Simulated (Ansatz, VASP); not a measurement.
**Pd in VASP and in Ansatz**

File INCAR:

```
SYSTEM = Pd
  PREC = Accurate
  ENCUT = 520
  EDIFF = 1E-6
  ISMEAR = -1
  SIGMA = 0.05
  LREAL = .False.
  LASPH = .True.
  NELM = 100
  ALGO = Normal
  ISIF = 2
  LWAVE = .False.
  LCHARG = .True.
  GGA = PS
  LELF = .True.
  LVHAR = .True.
  NBANDS = 17
```

KPOINTS

```
regular mesh
0
Gamma
  6 6 4
  0 0 0
```

POSCAR

```
Pd
1.0
    2.7836650458      0.0000000000      0.0000000000
   -1.3918325229      2.4107246453      0.0000000000
    0.0000000000      0.0000000000      4.6288930000
Pd
2
Direct
    0.3333333333      0.6666666667      0.2500000000
    0.6666666667      0.3333333333      0.7500000000
```

input.yaml

```yaml
crystal:
  lattice:
    - [2.7836650458, 0.0, 0.0]
    - [-1.3918325229, 2.4107246453, 0.0]
    - [0.0, 0.0, 4.628893]
  atoms:
    - { symbol: Pd, position: [0.3333333333, 0.6666666667, 0.25] }
    - { symbol: Pd, position: [0.6666666667, 0.3333333333, 0.75] }
hamiltonian:
  xc: pbesol
  pseudopotentials: { kind: paw }
kpoints:
  mp_grid: { grid: [6, 6, 4] }
  band_path:
    path:
      - [[0.0, 0.0, 0.0], [0.5, 0.0, 0.0], [0.3333333333, 0.3333333333, 0.0], [0.0, 0.0, 0.0], [0.0, 0.0, 0.5], [0.5, 0.0, 0.5], [0.3333333333, 0.3333333333, 0.5], [0.0, 0.0, 0.5]]
      - [[0.5, 0.0, 0.5], [0.5, 0.0, 0.0]]
      - [[0.3333333333, 0.3333333333, 0.0], [0.3333333333, 0.3333333333, 0.5]]
    npoints: 14
scf:
  occupations: { method: fermi_dirac, width: 0.05 }
  n_extra_bands: 6
output:
  forces: true
  stress: true
  eigenvalues: true
  fatbands: false
```

Alike in both runs: functional PBEsol; k mesh 6 × 6 × 4; occupations fermi-dirac, width 0.05 eV; no spin polarisation.

```csv
,VASP,Ansatz
version,VASP 6.6.1,Ansatz 0.2.0
potentials or method,"VASP PAW PBE potentials, release 64 (Pd)",Ansatz PAW
plane-wave cutoff (eV),520,420
valence electrons in the cell,20,36
task,single point,band structure
```

|  | VASP | Ansatz | Ansatz less VASP |
| --- | --- | --- | --- |
| gap on the k mesh at the Fermi level (eV) | none | none | - |
| pressure (GPa) | -11.2 | -10.9 | +0.27 |
| traceless stress, the component that is largest in VASP (GPa) | 1.54 | 1.60 | +0.068 |

VASP's potentials were made for PBE, not for PBEsol. A gap of «none» marks a metal or a gap that the smearing closes. With one functional, cell and mesh, what is left measures potentials, basis and numerics. VASP's potentials hold 20 valence electrons a cell and Ansatz's 36, so a difference there can come from the potentials and not from the codes.

The k mesh is coarse, so the values compare programs but aren't converged.
